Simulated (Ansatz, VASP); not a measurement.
**One calculation of Ga, two programs**

The input INCAR:

```
PREC = Accurate
ENCUT = 400
EDIFF = 1E-8
ISMEAR = -1
SIGMA = 0.05
LREAL = False
LASPH = True
NELM = 120
ALGO = Normal
ISIF = 2
LWAVE = False
LCHARG = False
LEFG = True
NBANDS = 20
GGA_COMPAT = False
```

KPOINTS

```
Automatic mesh
0
Gamma
  11 11 9
```

The input POSCAR:

```
Ga
1.0
    1.3830000000     -4.0265000000      0.0000000000
    1.3830000000      4.0265000000      0.0000000000
   -0.1174474948      0.0000000000      3.3299294416
Ga
2
Direct
    0.8690000000      0.1310000000      0.2500000000
    0.1310000000      0.8690000000      0.7500000000
```

Input for Ansatz:

```yaml
crystal:
  lattice:
    - [1.383, -4.0265, 0.0]
    - [1.383, 4.0265, 0.0]
    - [-0.1174474948, 0.0, 3.3299294416]
  atoms:
    - { symbol: Ga, position: [0.869, 0.131, 0.25] }
    - { symbol: Ga, position: [0.131, 0.869, 0.75] }
kpoints:
  mp_grid: { grid: [11, 11, 9] }
scf:
  occupations: { method: fermi_dirac, width: 0.05 }
hamiltonian:
  xc: lda
  pseudopotentials: { kind: all_electron, datasets: crystal }
output:
  forces: true
  stress: true
  eigenvalues: true
  efg: { contact_densities: true }
```

Change from the starting cell: shortest bond scaled by 1, crystal datasets.

Alike in both runs: task electric field gradients; functional LDA; k mesh 11 × 11 × 9; occupations fermi-dirac, width 0.05 eV; no spin polarisation.

|  | VASP | Ansatz |
| --- | --- | --- |
| version | VASP 6.6.1 | Ansatz 0.2.0 |
| potentials or method | VASP PAW LDA potentials, release 64 (Ga_d), cutoff 400 eV | all-electron PAW with datasets made for the crystal, scalar-relativistic |

VASP gave:

- rms of the force components (eV/Å): 0.120
- size of Vzz on the site where it differs most (V/Å²): 25.8

**Question.** Which values does Ansatz return?

**Answer.** rms of the force components (eV/Å): 0.118; size of Vzz on the site where it differs most (V/Å²): 26.9.

LDA's correlation is that of Perdew and Zunger in VASP and of Perdew and Wang (1992) in Ansatz. Atom by atom the forces differ by 0.002 eV/Å (rms over components). Ansatz ran all-electron here, and VASP with PAW potentials.
